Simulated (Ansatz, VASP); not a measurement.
# Two plane-wave programs on AlRu

Contents of INCAR:

```
SYSTEM = AlRu
PREC = Accurate
ENCUT = 520
EDIFF = 1E-6
ISMEAR = 0
SIGMA = 0.15
LREAL = .FALSE.
LASPH = .TRUE.
NELM = 100
ALGO = Fast
ISIF = 2
LWAVE = .FALSE.
LCHARG = .TRUE.
GGA = PS
LELF = .TRUE.
LVHAR = .TRUE.
NBANDS = 16
```

KPOINTS

```
regular mesh
0
G
  16 16 16
  0 0 0
```

File POSCAR:

```
AlRu
1.0
    2.9916000000      0.0000000000      0.0000000000
    0.0000000000      2.9916000000      0.0000000000
    0.0000000000      0.0000000000      3.1112640000
Al Ru
1 1
Direct
    0.0000000000      0.0000000000      0.0000000000
    0.5000000000      0.5000000000      0.5000000000
```

Input for Ansatz:

```yaml
crystal:
  lattice:
    - [2.9916, 0.0, 0.0]
    - [0.0, 2.9916, 0.0]
    - [0.0, 0.0, 3.111264]
  atoms:
    - { symbol: Al, position: [0.0, 0.0, 0.0] }
    - { symbol: Ru, position: [0.5, 0.5, 0.5] }
basis:
  ecutwfc: 420
kpoints:
  mp_grid: { grid: [16, 16, 16] }
hamiltonian:
  xc: pbesol
scf:
  occupations: { method: gaussian, width: 0.15 }
output:
  forces: true
  stress: true
  eigenvalues: true
  write_density: true
  write_potential: true
  elf: true
  volumetric_format: npy
```

Change from the starting cell: strain +0.0400 x Voigt [0, 0, 1, 0, 0, 0], atoms carried along.

Alike in both runs: task single point; functional PBEsol; k mesh 16 × 16 × 16; occupations gaussian, width 0.15 eV; no spin polarisation.

|  | VASP | Ansatz |
| --- | --- | --- |
| version | VASP 6.6.1 | Ansatz 0.2.0 |
| potentials or method | VASP PAW PBE potentials, release 64 (Al, Ru_pv), cutoff 520 eV | scalar-relativistic, plane waves, PAW |
| valence electrons in the cell | 17 | 19 |

Ansatz gave:

```
gap on the k mesh at the Fermi level (eV)                     : none
pressure (GPa)                                                : -10.5
traceless stress, the component that is largest in VASP (GPa) : -3.81
```

Question: Estimate VASP's values.

Answer: gap on the k mesh at the Fermi level (eV): none; pressure (GPa): -10.5; traceless stress, the component that is largest in VASP (GPa): -3.83.

VASP's potentials were made for PBE, not for PBEsol. A gap of «none» marks a metal or a gap that the smearing closes. VASP's potentials hold 17 valence electrons a cell and Ansatz's 19, so a difference there can come from the potentials and not from the codes.
